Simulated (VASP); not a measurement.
# CoW3 (Fm-3m) in VASP: notebook

CoW3 is run at these levels: PBEsol; tasks: single point.

Everything below comes from runs of VASP 6.6.1. Logs are shortened: lines on timing, memory, paths and dates and some standing lists are left out, and cuts for length are marked.

## Step 1: The cell of the first run

The structure is cubic, space group Fm-3m (No. 225). Conventional cell: a = 5.843 Å, b = 5.843 Å, c = 5.843 Å, α = 90.00°, β = 90.00°, γ = 90.00°. W (site symmetry -43m) has 10 W at 2.53 to 2.92 Å and 4 Co at 2.53 Å within 3.3 Å. W (site symmetry m-3m) has 8 W at 2.53 Å and 6 Co at 2.92 Å within 3.3 Å. Within 3.3 Å of Co (site symmetry m-3m) lie 14 W at 2.53 to 2.92 Å.

## Step 2: Single point, PBEsol

INCAR

```
SYSTEM = CoW3
  PREC = Accurate
  ENCUT = 520
  EDIFF = 1E-6
  ISMEAR = 0
  SIGMA = 0.1
  LREAL = .FALSE.
  LASPH = .TRUE.
  NELM = 80
  ALGO = Fast
  ISIF = 2
  LWAVE = .FALSE.
  LCHARG = .TRUE.
  GGA = PS
  LELF = .TRUE.
  LVHAR = .TRUE.
  NBANDS = 34
```

KPOINTS

```
regular mesh
0
G
  12 12 12
  0 0 0
```

POSCAR

```
CoW3
1.0
    0.0000000000      2.9214554964      2.9214554964
    2.9214554964      0.0000000000      2.9214554964
    2.9214554964      2.9214554964      0.0000000000
W Co
3 1
Direct
    0.2500000000      0.2500000000      0.2500000000
    0.7500000000      0.7500000000      0.7500000000
    0.5000000000      0.5000000000      0.5000000000
    0.0000000000      0.0000000000      0.0000000000
```

Potentials or basis: VASP PAW PBE potentials, release 64 (W_sv, Co).

Launch:

```
$ cat potpaw_PBE.64/W_sv/POTCAR potpaw_PBE.64/Co/POTCAR > POTCAR
$ mpirun -np 1 vasp_std > vasp.out
```

OUTCAR:

```text
SYSTEM = CoW3
   PREC = Accurate
   ENCUT = 520
   EDIFF = 1E-6
   ISMEAR = 0
   LREAL = .FALSE.
   LASPH = .TRUE.
   NELM = 80
   ISIF = 2
   GGA = PS

 ion  position               nearest neighbor table
   1  0.250  0.250  0.250-   4 2.53   4 2.53   4 2.53   3 2.53   4 2.53   3 2.53   3 2.53   3 2.53
                             2 2.92   2 2.92   2 2.92   2 2.92   2 2.92   2 2.92
   2  0.750  0.750  0.750-   3 2.53   3 2.53   3 2.53   3 2.53   4 2.53   4 2.53   4 2.53   4 2.53
                             1 2.92   1 2.92   1 2.92   1 2.92   1 2.92   1 2.92
   3  0.500  0.500  0.500-   1 2.53   1 2.53   1 2.53   1 2.53   2 2.53   2 2.53   2 2.53   2 2.53
                             4 2.92   4 2.92   4 2.92   4 2.92   4 2.92   4 2.92
   4  0.000  0.000  0.000-   2 2.53   2 2.53   2 2.53   1 2.53   2 2.53   1 2.53   1 2.53   1 2.53
                             3 2.92   3 2.92   3 2.92   3 2.92   3 2.92   3 2.92

  LATTYP: Found a face centered cubic cell.
 ALAT       =     5.8429109928

  Lattice vectors:

 A1 = (   0.0000000000,   2.9214554964,   2.9214554964)
 A2 = (   2.9214554964,   0.0000000000,   2.9214554964)
 A3 = (   2.9214554964,   2.9214554964,   0.0000000000)

Analysis of symmetry for initial positions (statically):
=====================================================================
 Subroutine PRICEL returns:
 Original cell was already a primitive cell.

 Routine SETGRP: Setting up the symmetry group for a
 face centered cubic supercell.

 Subroutine GETGRP returns: Found 48 space group operations
[... 9 lines left out ...]

 Routine SETGRP: Setting up the symmetry group for a
 face centered cubic supercell.

 Subroutine GETGRP returns: Found 48 space group operations
[... 11 lines left out ...]
                                     Primitive cell

  volume of cell :      49.8687

  direct lattice vectors                    reciprocal lattice vectors
     0.000000000  2.921455496  2.921455496    -0.171147567  0.171147567  0.171147567
     2.921455496  0.000000000  2.921455496     0.171147567 -0.171147567  0.171147567
     2.921455496  2.921455496  0.000000000     0.171147567  0.171147567 -0.171147567

  length of vectors
     4.131561985  4.131561985  4.131561985     0.296436281  0.296436281  0.296436281

  position of ions in fractional coordinates (direct lattice)
     0.250000000  0.250000000  0.250000000
     0.750000000  0.750000000  0.750000000
     0.500000000  0.500000000  0.500000000
     0.000000000  0.000000000  0.000000000

  ion indices of the primitive-cell ions
   primitive index   ion index
                 1           1
                 2           2
                 3           3
                 4           4

----------------------------------------------------------------------------------------

 KPOINTS: regular mesh

Automatic generation of k-mesh.
 Grid dimensions read from file:
 generate k-points for:   12   12   12

 Generating k-lattice:

  Cartesian coordinates                     Fractional coordinates (reciprocal lattice)
    -0.014262297  0.014262297  0.014262297     0.083333333  0.000000000  0.000000000
     0.014262297 -0.014262297  0.014262297     0.000000000  0.083333333  0.000000000
     0.014262297  0.014262297 -0.014262297     0.000000000  0.000000000  0.083333333

  Length of vectors
     0.024703023  0.024703023  0.024703023

  Shift w.r.t. Gamma in fractional coordinates (k-lattice)
     0.000000000  0.000000000  0.000000000

 Subroutine IBZKPT returns following result:
 ===========================================

 Found     72 irreducible k-points:

 Following reciprocal coordinates:
            Coordinates               Weight
  0.000000  0.000000  0.000000      1.000000
  0.083333  0.000000  0.000000      8.000000
  0.166667  0.000000  0.000000      8.000000
  0.250000  0.000000  0.000000      8.000000
  0.333333  0.000000  0.000000      8.000000
  0.416667  0.000000  0.000000      8.000000
[... 16 lines left out ...]
  0.500000  0.166667  0.000000     24.000000
 -0.416667  0.166667  0.000000     24.000000
 [... further k-points ...]
   k-points           NKPTS =     72   k-points in BZ     NKDIM =     72   number of bands    NBANDS=     34
   number of dos      NEDOS =    301   number of ions     NIONS =      4
   total plane-waves  NPLWV =  32768
   dimension x,y,z NGX =    32 NGY =   32 NGZ =   32
   dimension x,y,z NGXF=    64 NGYF=   64 NGZF=   64
   ions per type =               3   1
   NGX,Y,Z   is equivalent  to a cutoff of  12.88, 12.88, 12.88 a.u.
   NGXF,Y,Z  is equivalent  to a cutoff of  25.75, 25.75, 25.75 a.u.
 SYSTEM =  CoW3
   PREC   = accura    normal or accurate (medium, high low for compatibility)
   ISTART =      0    job   : 0-new  1-cont  2-samecut
   ICHARG =      2    charge: 1-file 2-atom 10-const
   ISPIN  =      1    spin polarized calculation?
   LNONCOLLINEAR =      F non collinear calculations
   LSORBIT =      F    spin-orbit coupling
   LASPH  =      T    aspherical Exc in radial PAW
   ENCUT  =  520.0 eV  38.22 Ry    6.18 a.u.   7.68  7.68  7.68*2*pi/ulx,y,z
   NELM   =     80;   NELMIN=  2; NELMDL= -5     # of ELM steps
   EDIFF  = 0.1E-05   stopping-criterion for ELM
   LREAL  =      F    real-space projection
   EDIFFG = 0.1E-04   stopping-criterion for IOM
   NSW    =      0    number of steps for IOM
   IBRION =     -1    ionic relax: 0-MD 1-quasi-New 2-CG
   NFREE  =      0    steps in history (QN), initial steepest desc. (CG)
   ISIF   =      2    stress and relaxation
   ISYM   =      2    0-nonsym 1-usesym 2-fastsym
   POTIM  = 0.5000    time-step for ionic-motion
   TEBEG  =    0.0;   TEEND  =   0.0 temperature during run
   PSTRESS=    0.0 pullay stress
   NELECT =      51.0000    total number of electrons
   NUPDOWN=      -1.0000    fix difference up-down
   EMIN   =  10.00;   EMAX   =-10.00  energy-range for DOS
   EFERMI =   0.00;   METHOD = LEGACY
   ISMEAR =     0;   SIGMA  =   0.10  broadening in eV -4-tet -1-fermi 0-gaus
   EFERMI_NEDOS =   21; number of points for ismear=-14 and -15
   IALGO  =     68    algorithm
   IMIX   =      4    mixing-type and parameters
     AMIX     =   0.40;   BMIX     =  1.00
     AMIX_MAG =   1.60;   BMIX_MAG =  1.00
  volume/ion in A,a.u.               =      12.47        84.13
  Fermi-wavevector in a.u.,A,eV,Ry     =   1.649386  3.116887 37.014295  2.720474
  Thomas-Fermi vector in A             =   2.738514
   LORBIT       =      0    0 simple, 1 ext, 2 COOP (PROOUT), +10 PAW based schemes
   GGA     = PS    functional components
   LHFCALC =     F    Hartree Fock is set to
   AEXX    =    0.0000 exact exchange contribution
   IVDW    =     0    specifies the selected vdW correction
   LEPSILON=     F    determine dielectric tensor
   LRPA    =     F    only Hartree local field effects (RPA)
 non-spin polarized calculation
 RMM-DIIS sequential band-by-band and
 Gauss-broadening in eV      SIGMA  =   0.10
  energy-cutoff  :      520.00
  volume of cell :       49.87
 maximum number of plane-waves:      1363
   NGX = 15   NGY = 15   NGZ = 15

 number of electron      50.9999996 magnetization

 Free energy of the ion-electron system (eV)
  ---------------------------------------------------
  ext. energy  EPLUGINS =         0.00000000
  ---------------------------------------------------
  free energy    TOTEN  =       -46.77222161 eV

  energy without entropy =      -46.75289810  energy(sigma->0) =      -46.76255985

 E-fermi :  13.4725     XC(G=0): -14.6464

 val. band max:       13.4704050460   @ k =  -0.4167   0.3333   0.1667
 cond. band min:      13.4755909639   @ k =   0.4167   0.1667   0.0833
 fundamental gap:      0.0051859179
 Fermi energy:        13.4724686139

 k-point     1 :       0.0000    0.0000    0.0000
  band No.  band energies     occupation
      1     -60.5171      2.00000
      2     -60.3387      2.00000
      3     -59.9015      2.00000
      4     -25.1600      2.00000
      5     -25.1600      2.00000
      6     -25.1600      2.00000
[... 26 lines left out ...]
     33      18.0980      0.00000
     34      21.1421      0.00000

 k-point     2 :       0.0833    0.0000    0.0000
  band No.  band energies     occupation
      1     -60.5119      2.00000
      2     -60.3401      2.00000
      3     -59.9055      2.00000
      4     -25.2329      2.00000
      5     -25.1967      2.00000
      6     -25.1967      2.00000
[... 26 lines left out ...]
     33      18.3109      0.00000
     34      21.4130      0.00000

 k-point     3 :       0.1667    0.0000    0.0000
  band No.  band energies     occupation
      1     -60.4971      2.00000
      2     -60.3443      2.00000
      3     -59.9167      2.00000
      4     -25.3143      2.00000
      5     -25.2644      2.00000
      6     -25.2644      2.00000
[... 26 lines left out ...]
     33      18.3316      0.00000
     34      22.0026      0.00000

 k-point     4 :       0.2500    0.0000    0.0000
  band No.  band energies     occupation
      1     -60.4748      2.00000
      2     -60.3512      2.00000
      3     -59.9329      2.00000
      4     -25.3509      2.00000
      5     -25.3298      2.00000
      6     -25.3298      2.00000
[... 26 lines left out ...]
     33      18.1003      0.00000
     34      21.4294      0.00000

 k-point     5 :       0.3333    0.0000    0.0000
  band No.  band energies     occupation
      1     -60.4489      2.00000
      2     -60.3607      2.00000
      3     -59.9503      2.00000
      4     -25.3818      2.00000
      5     -25.3818      2.00000
      6     -25.3421      2.00000
[... 621 lines left out ...]
 k-point    22 :       0.4167    0.1667    0.0000
  band No.  band energies     occupation
      1     -60.4287      2.00000
      2     -60.3655      2.00000
      3     -59.9663      2.00000
      4     -25.5217      2.00000
      5     -25.4790      2.00000
      6     -25.2578      2.00000
[... 26 lines left out ...]
     33      17.7073      0.00000
     34      19.7382      0.00000

 k-point    23 :       0.5000    0.1667    0.0000
  band No.  band energies     occupation
      1     -60.4080      2.00000
      2     -60.3763      2.00000
      3     -59.9766      2.00000
      4     -25.5171      2.00000
      5     -25.4741      2.00000
      6     -25.2784      2.00000
[... 26 lines left out ...]
     33      17.6051      0.00000
     34      18.7363      0.00000

 k-point    24 :      -0.4167    0.1667    0.0000
  band No.  band energies     occupation
      1     -60.4032      2.00000
      2     -60.3798      2.00000
      3     -59.9779      2.00000
      4     -25.4871      2.00000
      5     -25.4733      2.00000
      6     -25.3012      2.00000
[... 26 lines left out ...]
     33      18.0485      0.00000
     34      18.6183      0.00000

 [... further k-points ...]
[... 5 lines left out ...]
  --------------------------------------------------------------------------------------
  -------------------------------------------------------------------------------------
  Total       18.8117986     18.8117986     18.8117986     -0.0000000      0.0000000     -0.0000000
  in kB      604.3841728    604.3841728    604.3841728     -0.0000000      0.0000000     -0.0000000
  external PRESSURE =     604.3841728 kB  Pullay stress =       0.0000000 kB

 VOLUME and BASIS-vectors are now :
 -----------------------------------------------------------------------------
  energy-cutoff  :      520.00
  volume of cell :       49.87
      direct lattice vectors                 reciprocal lattice vectors
     0.000000000  2.921455496  2.921455496    -0.171147567  0.171147567  0.171147567
     2.921455496  0.000000000  2.921455496     0.171147567 -0.171147567  0.171147567
     2.921455496  2.921455496  0.000000000     0.171147567  0.171147567 -0.171147567

 POSITION                                       TOTAL-FORCE (eV/Angst)
 -----------------------------------------------------------------------------------
      1.46073      1.46073      1.46073        -0.000000     -0.000000     -0.000000
      4.38218      4.38218      4.38218         0.000000      0.000000      0.000000
      2.92146      2.92146      2.92146         0.000000     -0.000000     -0.000000
      0.00000      0.00000      0.00000         0.000000     -0.000000     -0.000000
 -----------------------------------------------------------------------------------
    total drift:                               -0.000000     -0.000000      0.000000

  FREE ENERGIE OF THE ION-ELECTRON SYSTEM (eV)
  ---------------------------------------------------
  free  energy   TOTEN  =       -46.7722216102 eV

  energy  without entropy=      -46.7528980980  energy(sigma->0) =      -46.76255985
```

Run time: 99 s. Hardware: 1 thread of AMD EPYC 9R45 (Zen 5), shared host; peak memory 0.22 GiB.

Results:

- Free energy: -46.7722 eV
- Pressure: 60.4 GPa

Caveat: the PAW data sets were made with another functional, which shifts forces and pressure a little; spin-orbit coupling is left out, which moves the levels of the heavy elements. Spin polarisation is off, so any magnetic state and its effect on volume and gap are missing.

## Step 3: Single point, PBEsol

This run uses another cell than the first one, of 13.34 Å³/atom, 1.070 times its volume.

INCAR

```
PREC = Accurate
ENCUT = 520
EDIFF = 1E-6
ISMEAR = 0
SIGMA = 0.1
LREAL = False
LASPH = True
NELM = 60
ALGO = Fast
ISIF = 2
LWAVE = False
LCHARG = False
GGA = PS
NBANDS = 34
```

KPOINTS

```
regular mesh
0
Gamma
  12 12 12
```

POSCAR

```
CoW3
1.0
    0.0000000000      2.9878748336      2.9878748336
    2.9878748336      0.0000000000      2.9878748336
    2.9878748336      2.9878748336      0.0000000000
W Co
3 1
Direct
    0.2500000000      0.2500000000      0.2500000000
    0.7500000000      0.7500000000      0.7500000000
    0.5000000000      0.5000000000      0.5000000000
    0.0000000000      0.0000000000      0.0000000000
```

Potentials or basis: VASP PAW PBE potentials, release 64 (W_sv, Co).

Launch:

```
$ cat potpaw_PBE.64/W_sv/POTCAR potpaw_PBE.64/Co/POTCAR > POTCAR
$ mpirun -np 1 vasp_std > vasp.out
```

Run time: 99 s. Hardware: 1 thread of AMD EPYC 9R45 (Zen 5), shared host; peak memory 0.22 GiB.

It converged, with:

- Free energy: -47.7206 eV
- Pressure: 28.5 GPa

Levels at points of the mesh, in eV from the Fermi level:
| k point | band 24 | band 25 | band 26 | band 27 | band 28 | band 29 |
| --- | --- | --- | --- | --- | --- | --- |
| (0.00, 0.00, 0.00) | -1.70 | -0.37 | -0.37 | 3.48 | 3.48 | 4.00 |
| (0.50, 0.00, 0.00) | -2.97 | 0.23 | 0.23 | 1.10 | 1.10 | 1.58 |
| (0.50, 0.50, 0.00) | -0.75 | -0.75 | -0.29 | 0.98 | 1.17 | 1.17 |

Caveat: the PAW data sets were made with another functional, which shifts forces and pressure a little; spin-orbit coupling is left out, which moves the levels of the heavy elements.

## Step 4: Single point, PBEsol

This run uses another cell than the first one, of 13.92 Å³/atom, 1.116 times its volume.

INCAR

```
ALGO = Fast
EDIFF = 1E-7
ENCUT = 520
GGA = PS
ISIF = 2
ISMEAR = 0
LASPH = T
LCHARG = F
LREAL = F
LWAVE = F
NBANDS = 34
NELM = 60
PREC = Accurate
SIGMA = 0.1
```

KPOINTS

```
k-points
0
Gamma
  12 12 12
```

POSCAR

```
CoW3
1.0
    0.0000000000      3.0305645274      3.0305645274
    3.0305645274      0.0000000000      3.0305645274
    3.0305645274      3.0305645274      0.0000000000
W Co
3 1
Direct
    0.2500000000      0.2500000000      0.2500000000
    0.7500000000      0.7500000000      0.7500000000
    0.5000000000      0.5000000000      0.5000000000
    0.0000000000      0.0000000000      0.0000000000
```

Launch:

```
$ cat potpaw_PBE.64/W_sv/POTCAR potpaw_PBE.64/Co/POTCAR > POTCAR
$ mpirun -np 1 vasp_std > vasp.out
```

Wall time 1.9 min (1 thread of AMD EPYC 9R45 (Zen 5), shared host); peak memory 0.23 GiB.

Results (log left out):

| Property | Result |
| --- | --- |
| Free energy | -48.0117 eV |
| Pressure | 12.2 GPa |

Levels at points of the mesh, in eV from the Fermi level:
| k point | band 23 | band 24 | band 25 | band 26 | band 27 | band 28 | band 29 | band 30 |
| --- | --- | --- | --- | --- | --- | --- | --- | --- |
| (0.00, 0.00, 0.00) | -1.60 | -1.60 | -0.34 | -0.34 | 3.33 | 3.33 | 3.78 | 3.78 |
| (0.50, 0.00, 0.00) | -2.80 | -2.80 | 0.22 | 0.22 | 1.04 | 1.04 | 1.46 | 2.96 |
| (0.50, 0.50, 0.00) | -0.76 | -0.68 | -0.68 | -0.30 | 0.96 | 1.01 | 1.01 | 1.91 |

Caveat: the PAW data sets were made with another functional, which shifts forces and pressure a little; spin-orbit coupling is left out, which moves the levels of the heavy elements. Spin polarisation is off, so any magnetic state and its effect on volume and gap are missing.

## Step 5: Overview

| cell | further INCAR settings | gap on the mesh (eV) | pressure (GPa) |
| --- | --- | --- | --- |
| a = 4.132 Å, angles 60.0°, 4 atoms | ALGO = Fast; EDIFF = 1e-06; NBANDS = 34 | none | 60.4 |
| a = 4.225 Å, angles 60.0°, 4 atoms | ALGO = Fast; EDIFF = 1e-06; NBANDS = 34 | none | 28.5 |
| a = 4.286 Å, angles 60.0°, 4 atoms | ALGO = Fast; EDIFF = 1e-07; NBANDS = 34 | none | 12.2 |

Alike in all rows: task single point; level PBEsol; potentials or basis VASP PAW PBE potentials, release 64 (W_sv, Co); no spin polarisation; k mesh 12 × 12 × 12; cutoff (eV) 520; smearing gaussian 0.1 eV.

Caveats: the PAW data sets were made with another functional, which shifts forces and pressure a little; spin-orbit coupling is left out, which moves the levels of the heavy elements.

Total energies depend on the potentials used, so only differences within one code and one set of settings carry meaning.
